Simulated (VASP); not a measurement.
The system is CdSe (Cadmoselite).

```
Cd Se
1.0
     4.30000    0.00000    0.00000
    -2.15000    3.72391    0.00000
     0.00000    0.00000    7.02000
Cd Se
2 2
Cartesian
  2.1500 1.2413 3.5100
  0.0000 2.4826 0.0000
  2.1500 1.2413 6.2127
  0.0000 2.4826 2.7027
```

Base run:

```yaml
Program: VASP 6.6.1
Functional: BLYP
Potentials_or_basis: VASP PAW PBE potentials, release 64 (Cd, Se)
Cutoff: 520 eV
k_mesh: 7 × 7 × 4
Occupations: fermi-dirac, width 0.05 eV
Spin: no spin polarisation
```

Its results: band gap on the k mesh 0.66 eV, direct; pressure 6.4 GPa; largest force 0.317 eV/Å.

Q: The run is repeated on the same cell with these changes: functional from BLYP to RPBE; dispersion from none to D4. What comes out?

A: Band gap on the k mesh 0.88 eV, direct; pressure 1.3 GPa; largest force 0.294 eV/Å.

Several settings changed at once, so the effect can't be laid on one alone.

Caveats: the PAW data sets were made with another functional, which shifts forces and pressure a little.

